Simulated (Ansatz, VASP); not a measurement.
InSb in VASP and in Ansatz

```xyz
2
Lattice="0.0000 3.3030 3.3030 3.3030 0.0000 3.3030 3.3030 3.3030 0.0000" Properties=species:S:1:pos:R:3 pbc="T T T"
In    0.0000    0.0000    0.0000
Sb    4.9546    4.9546    4.9546
```

Alike in both runs: task single point; functional revPBE; k mesh 6 × 6 × 6; occupations gaussian, width 0.05 eV; no spin polarisation.

|  | VASP | Ansatz |
| --- | --- | --- |
| version | VASP 6.6.1 | Ansatz 0.2.0 |
| potentials or method | VASP PAW PBE potentials, release 64 (In_d, Sb), cutoff 520 eV | scalar-relativistic, plane waves, PAW |
| valence electrons in the cell | 18 | 28 |

|  | VASP | Ansatz | Ansatz less VASP |
| --- | --- | --- | --- |
| gap on the k mesh at the Fermi level (eV) | none | none | - |
| pressure (GPa) | 1.5 | 1.5 | +0.02 |

VASP's potentials were made for PBE, not for revPBE. A gap of «none» marks a metal or a gap that the smearing closes. The functional is the same, so the differences come from potentials, cutoffs and numerics. VASP's potentials hold 18 valence electrons a cell and Ansatz's 28, so a difference there can come from the potentials and not from the codes.

Neither program's run includes spin-orbit coupling.
